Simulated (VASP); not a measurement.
Write the native input for VASP 6.6.1 that does the following.

* Task: single point
* Functional: PBE
* Potentials or basis: VASP PAW PBE potentials, release 64 (Si, B, N)
* Cutoff: 520 eV
* k mesh: 4 × 4 × 6
* Occupations: gaussian, width 0.1 eV
* Spin: no spin polarisation
* Dipole correction: no
* Further INCAR settings: ALGO = Normal; EDIFF = 1e-07; NBANDS = 16

The structure of Si2BN lies in POSCAR:

```
Si2BN
1.0
    3.0450349438      0.0000000000      0.0000000000
    0.0000000000      3.0450349438      0.0000000000
    0.0000000000      0.0000000000      4.0248335801
Si B N
2 1 1
Direct
    0.5000000000      0.5000000000      0.5000000000
    0.0000000000      0.0000000000      0.0000000000
    0.0000000000      0.0000000000      0.5000000000
    0.5000000000      0.5000000000      0.0000000000
```

The input as run:

INCAR

```
SYSTEM = Si2BN
PREC     = Accurate       ! precision mode
ENCUT    = 520            ! plane-wave cutoff, eV
EDIFF    = 1E-7           ! SCF threshold, eV
ISMEAR   = 0              ! smearing method
SIGMA    = 0.1            ! smearing width, eV
LREAL    = .False.        ! projectors in reciprocal space
LASPH    = .True.         ! aspherical terms in the spheres
NELM     = 100            ! most SCF steps
ALGO     = Normal         ! electronic algorithm
ISIF     = 2              ! what is computed and relaxed
LWAVE    = .False.        ! write WAVECAR
LCHARG   = .True.         ! write CHGCAR
GGA      = PE             ! functional
LELF     = .True.         ! ELF
LVHAR    = .True.       
NBANDS   = 16             ! bands
```

KPOINTS

```
Automatic mesh
0
Gamma
  4 4 6
  0 0 0
```

Potentials or basis: VASP PAW PBE potentials, release 64 (Si, B, N).

Run with:

```console
$ cat potpaw_PBE.64/Si/POTCAR potpaw_PBE.64/B/POTCAR potpaw_PBE.64/N/POTCAR > POTCAR
$ mpirun -np 1 vasp_std > vasp.out
```

It gave:

- Pressure: 0.0 GPa
- Band gap on the k mesh: zero (band 8 reaches 11.62 eV, above the bottom of band 9 at 7.96 eV)

Caveat: the k points lie up to 0.52 Å⁻¹ apart.

Wall time 9.7 s on 1 thread of Intel Xeon 6975P-C, with other jobs on the host, peak memory 0.15 GiB.
